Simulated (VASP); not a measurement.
# WC (P6_3mc) in VASP: notebook

WC is run at these levels: r2SCAN; tasks: single point.

All numbers are computed with VASP 6.6.1; they aren't measurements. Logs are shortened: lines on timing, memory, paths and dates and some standing lists are left out, and cuts for length are marked.

## Step 1: The cell of the first run

It takes space group P6_3mc (No. 186, hexagonal). The conventional cell has a = 3.164 Å, b = 3.164 Å, c = 5.067 Å, α = 90.00°, β = 90.00°, γ = 120.00°. Within 2.5 Å of W (site symmetry 3m) lie 4 C at 1.92 to 1.94 Å. Within 2.5 Å of C (site symmetry 3m) lie 4 W at 1.92 to 1.94 Å.

## Step 2: Single point, r2SCAN

Contents of POSCAR:

```
WC
1.0
    3.1637581849      0.0000000000      0.0000000000
   -1.5818790924      2.7398949595      0.0000000000
    0.0000000000      0.0000000000      5.0666496301
W C
2 2
Direct
    0.3333333333      0.6666666667      0.0000000000
    0.6666666667      0.3333333333      0.5000000000
    0.3333333333      0.6666666667      0.3821000000
    0.6666666667      0.3333333333      0.8821000000
```

Contents of INCAR.step1:

```
SYSTEM = WC
PREC     = Accurate       ! precision mode
ENCUT    = 520            ! plane-wave cutoff, eV
ISMEAR   = 0              ! smearing method
SIGMA    = 0.1            ! smearing width, eV
LREAL    = .False.        ! projectors in reciprocal space
LASPH    = .True.         ! aspherical terms in the spheres
NELM     = 80             ! most SCF steps
NBANDS   = 26             ! bands
GGA      = PE             ! functional
ALGO     = Normal         ! electronic algorithm
EDIFF    = 1E-4           ! SCF threshold, eV
LWAVE    = .True.         ! write WAVECAR
LCHARG   = .False.        ! write CHGCAR
```

Contents of INCAR.step2:

```
SYSTEM = WC
PREC     = Accurate       ! precision mode
ENCUT    = 520            ! plane-wave cutoff, eV
EDIFF    = 1E-6           ! SCF threshold, eV
ISMEAR   = 0              ! smearing method
SIGMA    = 0.1            ! smearing width, eV
LREAL    = .False.        ! projectors in reciprocal space
LASPH    = .True.         ! aspherical terms in the spheres
NELM     = 80             ! most SCF steps
ALGO     = Normal         ! electronic algorithm
ISIF     = 2              ! what is computed and relaxed
LWAVE    = .False.        ! write WAVECAR
LCHARG   = .False.        ! write CHGCAR
METAGGA  = R2SCAN         ! meta-GGA
LMIXTAU  = .True.       
NBANDS   = 26             ! bands
ISTART   = 1
```

Contents of KPOINTS:

```
Automatic mesh
0
Gamma
  6 6 4
  0 0 0
```

Potentials or basis: VASP PAW PBE potentials, release 64 (W_sv, C).

Started as:

```
> cat potpaw_PBE.64/W_sv/POTCAR potpaw_PBE.64/C/POTCAR > POTCAR
> cp INCAR.step1 INCAR
> mpirun -np 1 vasp_std > vasp.out
> cp INCAR.step2 INCAR
> mpirun -np 1 vasp_std > vasp.out
```

OUTCAR:

```text
SYSTEM = WC
   PREC = Accurate
   ENCUT = 520
   EDIFF = 1E-6
   ISMEAR = 0
   LREAL = .False.
   LASPH = .True.
   NELM = 80
   ISIF = 2
   METAGGA = R2SCAN
   ISTART = 1

 ion  position               nearest neighbor table
   1  0.333  0.667  0.000-   4 1.92   4 1.92   4 1.92   3 1.94   2 3.12   2 3.12   2 3.12   2 3.12
                             2 3.12   2 3.12
   2  0.667  0.333  0.500-   3 1.92   3 1.92   3 1.92   4 1.94   1 3.12   1 3.12   1 3.12   1 3.12
                             1 3.12   1 3.12
   3  0.333  0.667  0.382-   2 1.92   2 1.92   2 1.92   1 1.94
   4  0.667  0.333  0.882-   1 1.92   1 1.92   1 1.92   2 1.94

  LATTYP: Found a hexagonal cell.
 ALAT       =     3.1637581849
 C/A-ratio  =     1.6014655147

  Lattice vectors:

 A1 = (   3.1637581849,   0.0000000000,   0.0000000000)
 A2 = (  -1.5818790924,   2.7398949595,   0.0000000000)
 A3 = (   0.0000000000,   0.0000000000,   5.0666496301)

Analysis of symmetry for initial positions (statically):
[... 6 lines left out ...]

 Subroutine GETGRP returns: Found 12 space group operations
 (whereof  6 operations were pure point group operations)
 out of a pool of 24 trial point group operations.

The static configuration has the point symmetry C_3v.
 The point group associated with its full space group is C_6v.

Analysis of symmetry for dynamics (positions and initial velocities):
[... 6 lines left out ...]

 Subroutine GETGRP returns: Found 12 space group operations
 (whereof  6 operations were pure point group operations)
 out of a pool of 24 trial point group operations.

The dynamic configuration has the point symmetry C_3v.
 The point group associated with its full space group is C_6v.

 Subroutine INISYM returns: Found 12 space group operations
 (whereof  6 operations are pure point group operations),
 and found     1 'primitive' translations

----------------------------------------------------------------------------------------

                                     Primitive cell

  volume of cell :      43.9196

  direct lattice vectors                    reciprocal lattice vectors
     3.163758185  0.000000000  0.000000000     0.316079783  0.182488748  0.000000000
    -1.581879092  2.739894959  0.000000000     0.000000000  0.364977495  0.000000000
     0.000000000  0.000000000  5.066649630     0.000000000  0.000000000  0.197369085

  length of vectors
     3.163758185  3.163758185  5.066649630     0.364977495  0.364977495  0.197369085

  position of ions in fractional coordinates (direct lattice)
[... 76 lines left out ...]
   LASPH  =      T    aspherical Exc in radial PAW
   ENCUT  =  520.0 eV  38.22 Ry    6.18 a.u.   5.88  5.88  9.42*2*pi/ulx,y,z
   NELM   =     80;   NELMIN=  2; NELMDL=  0     # of ELM steps
   EDIFF  = 0.1E-05   stopping-criterion for ELM
   LREAL  =      F    real-space projection
   EDIFFG = 0.1E-04   stopping-criterion for IOM
   NSW    =      0    number of steps for IOM
   IBRION =     -1    ionic relax: 0-MD 1-quasi-New 2-CG
   NFREE  =      0    steps in history (QN), initial steepest desc. (CG)
   ISIF   =      2    stress and relaxation
   ISYM   =      2    0-nonsym 1-usesym 2-fastsym
   POTIM  = 0.5000    time-step for ionic-motion
   TEBEG  =    0.0;   TEEND  =   0.0 temperature during run
   PSTRESS=    0.0 pullay stress
   NELECT =      36.0000    total number of electrons
   NUPDOWN=      -1.0000    fix difference up-down
   EMIN   =  10.00;   EMAX   =-10.00  energy-range for DOS
   EFERMI =   0.00;   METHOD = LEGACY
   ISMEAR =     0;   SIGMA  =   0.10  broadening in eV -4-tet -1-fermi 0-gaus
   EFERMI_NEDOS =   21; number of points for ismear=-14 and -15
   IALGO  =     38    algorithm
   IMIX   =      4    mixing-type and parameters
     AMIX     =   0.40;   BMIX     =  1.00
     AMIX_MAG =   1.60;   BMIX_MAG =  1.00
  volume/ion in A,a.u.               =      10.98        74.10
  Fermi-wavevector in a.u.,A,eV,Ry     =   1.532109  2.895266 31.937741  2.347358
  Thomas-Fermi vector in A             =   2.639361
   LORBIT       =      0    0 simple, 1 ext, 2 COOP (PROOUT), +10 PAW based schemes
   METAGGA = R2SCAN    functional components
   LHFCALC =     F    Hartree Fock is set to
   AEXX    =    0.0000 exact exchange contribution
   IVDW    =     0    specifies the selected vdW correction
   LEPSILON=     F    determine dielectric tensor
   LRPA    =     F    only Hartree local field effects (RPA)
 non-spin polarized calculation
 Gauss-broadening in eV      SIGMA  =   0.10
  energy-cutoff  :      520.00
  volume of cell :       43.92
 maximum number of plane-waves:      1196
 NGX is ok and might be reduce to    24
   NGX = 11   NGY = 11   NGZ = 19

 number of electron      35.9999992 magnetization

 Free energy of the ion-electron system (eV)
  ---------------------------------------------------
  ext. energy  EPLUGINS =         0.00000000
  ---------------------------------------------------
  free energy    TOTEN  =      -118.85178658 eV

  energy without entropy =     -118.84417384  energy(sigma->0) =     -118.84798021

 E-fermi :  11.1007     XC(G=0): -14.2208

 val. band max:       11.0257884302   @ k =   0.3333   0.3333   0.2500
 cond. band min:      11.1403541508   @ k =   0.1667   0.0000   0.5000
 fundamental gap:      0.1145657205
 Fermi energy:        11.1007251137

 k-point     1 :       0.0000    0.0000    0.0000
  band No.  band energies     occupation
      1     -65.3043      2.00000
      2     -65.2622      2.00000
      3     -29.4843      2.00000
      4     -28.9595      2.00000
      5     -28.9595      2.00000
      6     -28.8543      2.00000
[... 598 lines left out ...]
     25      17.7407      0.00000
     26      17.7407      0.00000

------------------------ aborting loop because EDIFF is reached ----------------------------------------

  FORCE on cell =-STRESS in cart. coord.  units (eV):
  Direction    XX          YY          ZZ          XY          YZ          ZX
  --------------------------------------------------------------------------------------
  -------------------------------------------------------------------------------------
  Total       17.2513700     17.2513700     15.5157360      0.0000000      0.0000000      0.0000000
  in kB      629.3266240    629.3266240    566.0110306      0.0000000      0.0000000      0.0000000
  external PRESSURE =     608.2214262 kB  Pullay stress =       0.0000000 kB

 VOLUME and BASIS-vectors are now :
 -----------------------------------------------------------------------------
  energy-cutoff  :      520.00
  volume of cell :       43.92
      direct lattice vectors                 reciprocal lattice vectors
     3.163758185  0.000000000  0.000000000     0.316079783  0.182488748  0.000000000
    -1.581879092  2.739894959  0.000000000     0.000000000  0.364977495  0.000000000
     0.000000000  0.000000000  5.066649630     0.000000000  0.000000000  0.197369085

 POSITION                                       TOTAL-FORCE (eV/Angst)
 -----------------------------------------------------------------------------------
     -0.00000      1.82660      0.00000         0.000000      0.000000      1.454426
      1.58188      0.91330      2.53332        -0.000000     -0.000000      1.454426
     -0.00000      1.82660      1.93597        -0.000000      0.000000     -1.454426
      1.58188      0.91330      4.46929         0.000000     -0.000000     -1.454426
 -----------------------------------------------------------------------------------
    total drift:                                0.000000      0.000001      0.000291

  FREE ENERGIE OF THE ION-ELECTRON SYSTEM (eV)
  ---------------------------------------------------
  free  energy   TOTEN  =      -118.8517865760 eV

  energy  without entropy=     -118.8441738354  energy(sigma->0) =     -118.84798021
```

OUTCAR.step1:

```text
SYSTEM = WC
   PREC = Accurate
   ENCUT = 520
   ISMEAR = 0
   LREAL = .False.
   LASPH = .True.
   NELM = 80
[... 836 lines left out ...]
      1.58188      0.91330      2.53332        -0.000000      0.000000      1.376602
     -0.00000      1.82660      1.93597        -0.000000      0.000000     -1.376602
      1.58188      0.91330      4.46929         0.000000     -0.000000     -1.376602
 -----------------------------------------------------------------------------------
    total drift:                                0.000000      0.000001      0.000597

  FREE ENERGIE OF THE ION-ELECTRON SYSTEM (eV)
  ---------------------------------------------------
  free  energy   TOTEN  =       -40.4183675358 eV

  energy  without entropy=      -40.4095832360  energy(sigma->0) =      -40.41397539
```

Wall time 29 s (1 thread of Intel Xeon 6975P-C (Granite Rapids), shared host); peak memory 0.17 GiB.

Results:

| Item | Value |
| --- | --- |
| Free energy | -118.8518 eV |
| Pressure | 60.8 GPa |
| Largest force | 1.454 eV/Å |
| Band gap on the k mesh | zero (band 18 reaches 11.49 eV, above the bottom of band 19 at 9.60 eV) |

Forces on the atoms (eV/Å):
```
W    0.000  0.000  1.454
W    0.000  0.000  1.454
C    0.000  0.000 -1.454
C    0.000  0.000 -1.454
```

Levels at points of the mesh, in eV from the Fermi level:
```
           k point  band 14  band 15  band 16  band 17  band 18  band 19  band 20  band 21  band 22  band 23
(0.00, 0.00, 0.00)    -6.28    -6.12    -6.12    -1.34    -1.34     1.49     1.49     2.52     3.66     6.07
(0.50, 0.00, 0.00)    -4.92    -4.52    -3.29    -1.79    -0.82     0.97     1.34     1.85     2.35     3.07
(0.00, 0.00, 0.50)    -6.70    -6.70    -6.70     0.39     0.39     0.39     0.39     4.84     4.84     8.07
(0.50, 0.00, 0.50)    -5.08    -4.85    -4.85     0.12     0.12     1.35     1.35     2.04     2.04     5.27
```

Caveat: the k points lie up to 0.38 Å⁻¹ apart; the PAW data sets were made with another functional, which shifts forces and pressure a little; spin-orbit coupling is left out, which moves the levels of the heavy elements.

## Step 3: Single point, r2SCAN

This run uses another cell than the first one, of 12.55 Å³/atom, 1.143 times its volume.

Contents of POSCAR:

```
WC
1.0
    3.1282625574      0.0000000000      0.0000000000
   -1.5641312787      2.7091548444      0.0000000000
    0.0000000000      0.0000000000      5.9231741892
W C
2 2
Direct
    0.3333333333      0.6666666667      0.0238855041
    0.6666666667      0.3333333333      0.5238855041
    0.3333333333      0.6666666667      0.3582144959
    0.6666666667      0.3333333333      0.8582144959
```

Contents of INCAR.step1:

```
  ALGO = Normal
  EDIFF = 1E-4
  ENCUT = 520
  GGA = PE
  ISMEAR = 0
  LASPH = True
  LCHARG = False
  LREAL = False
  LWAVE = True
  NBANDS = 26
  NELM = 80
  PREC = Accurate
  SIGMA = 0.1
```

Contents of INCAR.step2:

```
  ALGO = Normal
  EDIFF = 1E-6
  ENCUT = 520
  ISIF = 2
  ISMEAR = 0
  ISTART = 1
  LASPH = True
  LCHARG = False
  LMIXTAU = True
  LREAL = False
  LWAVE = False
  METAGGA = R2SCAN
  NBANDS = 26
  NELM = 80
  PREC = Accurate
  SIGMA = 0.1
```

Contents of KPOINTS:

```
k-points
0
Gamma
  6 6 4
```

Potentials or basis: VASP PAW PBE potentials, release 64 (W_sv, C).

Started as:

```
> cat potpaw_PBE.64/W_sv/POTCAR potpaw_PBE.64/C/POTCAR > POTCAR
> cp INCAR.step1 INCAR
> mpirun -np 1 vasp_std > vasp.out
> cp INCAR.step2 INCAR
> mpirun -np 1 vasp_std > vasp.out
```

Run time: 34 s. Hardware: 1 thread of Intel Xeon 6975P-C (Granite Rapids), shared host; peak memory 0.18 GiB.

It converged, with:

```
Free energy            : -120.6921 eV
Pressure               : 1.4 GPa
Largest force          : 0.003 eV/Å
Band gap on the k mesh : zero (band 18 reaches 9.45 eV, above the bottom of band 19 at 8.66 eV)
```

Forces on the atoms (eV/Å):
```
W    0.000  0.000 -0.003
W    0.000  0.000 -0.003
C    0.000  0.000  0.003
C    0.000  0.000  0.003
```

Stress tensor (GPa, compression positive):
```
1.21 0.00 0.00
0.00 1.21 0.00
0.00 0.00 1.85
```

Levels at points of the mesh, in eV from the Fermi level:
```csv
k point,band 14,band 15,band 16,band 17,band 18,band 19,band 20,band 21,band 22,band 23
"(0.00, 0.00, 0.00)",-4.81,-3.94,-3.94,-0.34,-0.34,0.37,1.41,1.41,2.73,4.66
"(0.50, 0.00, 0.00)",-4.80,-3.70,-2.18,-1.95,-0.25,1.76,2.28,2.53,2.89,3.30
"(0.00, 0.00, 0.50)",-4.44,-4.44,-4.44,0.54,0.54,0.54,0.54,2.73,2.73,6.29
"(0.50, 0.00, 0.50)",-4.43,-3.77,-3.77,-0.54,-0.54,2.32,2.32,2.50,2.50,4.32
```

Caveat: the k points lie up to 0.39 Å⁻¹ apart; the PAW data sets were made with another functional, which shifts forces and pressure a little; spin-orbit coupling is left out, which moves the levels of the heavy elements.

## Step 4: Single point, r2SCAN

This run uses another cell than the first one, of 12.55 Å³/atom, 1.143 times its volume.

POSCAR is that of step 3.

Contents of INCAR.step1:

```
  ALGO = Normal
  EDIFF = 1E-5
  ENCUT = 910
  GGA = PE
  GGA_COMPAT = False
  ISMEAR = 0
  LASPH = True
  LCHARG = False
  LREAL = False
  LWAVE = True
  NBANDS = 26
  NELM = 120
  PREC = Accurate
  SIGMA = 0.1
```

INCAR.step2, as its differences from that of step 3:

```diff
@@ -2,3 +2,4 @@
   EDIFF = 1E-6
-  ENCUT = 520
+  ENCUT = 910
+  GGA_COMPAT = False
   ISIF = 2
@@ -13,3 +14,3 @@
   NBANDS = 26
-  NELM = 80
+  NELM = 120
   PREC = Accurate
```

KPOINTS is that of step 3.

Potentials or basis: VASP PAW PBE potentials, release 64 (W_sv, C_h).

Started as:

```
> cat potpaw_PBE.64/W_sv/POTCAR potpaw_PBE.64/C_h/POTCAR > POTCAR
> cp INCAR.step1 INCAR
> mpirun -np 1 vasp_std > vasp.out
> cp INCAR.step2 INCAR
> mpirun -np 1 vasp_std > vasp.out
```

OUTCAR:

```text
EDIFF = 1E-6
   ENCUT = 910
   ISIF = 2
   ISMEAR = 0
   ISTART = 1
   LASPH = True
   LREAL = False
   METAGGA = R2SCAN
   NELM = 120
   PREC = Accurate

 ion  position               nearest neighbor table
   1  0.333  0.667  0.024-   3 1.98   4 2.06   4 2.06   4 2.06   2 3.47   2 3.47   2 3.47   2 3.47
                             2 3.47   2 3.47
   2  0.667  0.333  0.524-   4 1.98   3 2.06   3 2.06   3 2.06   1 3.47   1 3.47   1 3.47   1 3.47
                             1 3.47   1 3.47
[... 810 lines left out ...]
  --------------------------------------------------------------------------------------
  -------------------------------------------------------------------------------------
  Total        0.3401193      0.3401193      0.5035625      0.0000000      0.0000000     -0.0000000
  in kB       10.8555114     10.8555114     16.0720945      0.0000000      0.0000000     -0.0000000
  external PRESSURE =      12.5943724 kB  Pullay stress =       0.0000000 kB

 VOLUME and BASIS-vectors are now :
 -----------------------------------------------------------------------------
  energy-cutoff  :      910.00
  volume of cell :       50.20
      direct lattice vectors                 reciprocal lattice vectors
     3.128262557  0.000000000  0.000000000     0.319666263  0.184559403  0.000000000
    -1.564131279  2.709154844  0.000000000     0.000000000  0.369118805  0.000000000
     0.000000000  0.000000000  5.923174189     0.000000000  0.000000000  0.168828396

 POSITION                                       TOTAL-FORCE (eV/Angst)
 -----------------------------------------------------------------------------------
     -0.00000      1.80610      0.14148         0.000000      0.000000      0.001453
      1.56413      0.90305      3.10307        -0.000000      0.000000      0.001453
     -0.00000      1.80610      2.12177         0.000000     -0.000000     -0.001453
      1.56413      0.90305      5.08335        -0.000000      0.000000     -0.001453
 -----------------------------------------------------------------------------------
    total drift:                               -0.000000      0.000000      0.000519

  FREE ENERGIE OF THE ION-ELECTRON SYSTEM (eV)
  ---------------------------------------------------
  free  energy   TOTEN  =      -120.7171607678 eV

  energy  without entropy=     -120.7112904670  energy(sigma->0) =     -120.71422562
```

It took 1.7 min on 1 thread of Intel Xeon 6975P-C (Granite Rapids), shared host; peak memory 0.28 GiB.

Results:

```yaml
Free_energy: -120.7172 eV
Pressure: 1.3 GPa
Band_gap_on_the_k_mesh: zero (band 18 reaches 9.73 eV, above the bottom of band 19 at 8.94 eV)
```

Levels at points of the mesh, in eV from the Fermi level:
```tsv
k point	band 15	band 16	band 17	band 18	band 19	band 20	band 21	band 22
(0.00, 0.00, 0.00)	-3.94	-3.94	-0.34	-0.34	0.37	1.41	1.41	2.72
(0.50, 0.00, 0.00)	-3.70	-2.18	-1.95	-0.25	1.76	2.29	2.53	2.89
(0.00, 0.00, 0.50)	-4.44	-4.44	0.54	0.54	0.54	0.54	2.73	2.73
(0.50, 0.00, 0.50)	-3.77	-3.77	-0.54	-0.54	2.32	2.32	2.50	2.50
```

Caveat: the k points lie up to 0.39 Å⁻¹ apart; the cutoff is under 1.25 times the usual one of these potentials, so pressure, stress and relaxed cells hold a basis-set (Pulay) error; the PAW data sets were made with another functional, which shifts forces and pressure a little; spin-orbit coupling is left out, which moves the levels of the heavy elements.

## Step 5: The runs side by side

| potentials or basis | cell | cutoff (eV) | second run | gap on the mesh (eV) | pressure (GPa) |
| --- | --- | --- | --- | --- | --- |
| VASP PAW PBE potentials, release 64 (W_sv, C) | a = 3.164, b = 3.164, c = 5.067 Å, angles 90.0, 90.0, 120.0°, 4 atoms | 520 | - | none | 60.8 |
| VASP PAW PBE potentials, release 64 (W_sv, C) | a = 3.128, b = 3.128, c = 5.923 Å, angles 90.0, 90.0, 120.0°, 4 atoms | 520 | - | none | 1.4 |
| VASP PAW PBE potentials, release 64 (W_sv, C_h) | a = 3.128, b = 3.128, c = 5.923 Å, angles 90.0, 90.0, 120.0°, 4 atoms | 910 | hard_potentials | none | 1.3 |

Alike in all rows: task single point; level r2SCAN; no spin polarisation; k mesh 6 × 6 × 4; smearing gaussian 0.1 eV.

Caveats: all runs use coarse meshes; the PAW data sets were made with another functional, which shifts forces and pressure a little; spin-orbit coupling is left out, which moves the levels of the heavy elements; the cutoff is under 1.25 times the usual one of these potentials, so pressure, stress and relaxed cells hold a basis-set (Pulay) error (some runs).

Absolute energies hang on the potentials; compare differences alone.
